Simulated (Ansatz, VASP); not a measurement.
## KCl in VASP and in Ansatz

```
CELL_PARAMETERS angstrom
0.00000 3.14647 3.14647
3.14647 0.00000 3.14647
3.14647 3.14647 0.00000
ATOMIC_POSITIONS crystal
K 0.00000 0.00000 0.00000
Cl 0.50000 0.50000 0.50000
```

Alike in both runs: task single point; functional r2SCAN; k mesh 6 × 6 × 6; occupations gaussian, width 0.1 eV; no spin polarisation.

```csv
,VASP,Ansatz
version,VASP 6.6.1,Ansatz 0.2.0
potentials or method,"VASP PAW PBE potentials, release 64 (K_sv, Cl), cutoff 520 eV","scalar-relativistic, plane waves, PAW"
valence electrons in the cell,16,16
```

```csv
,VASP,Ansatz,Ansatz less VASP
gap on the k mesh at the Fermi level (eV),5.83,5.83,-0.004
least direct gap on the mesh (eV),5.83,5.83,-0.004
pressure (GPa),0.0,0.0,+0.03
```

VASP's potentials were made for PBE, not for r2SCAN. With one functional, cell and mesh, what is left measures potentials, basis and numerics.
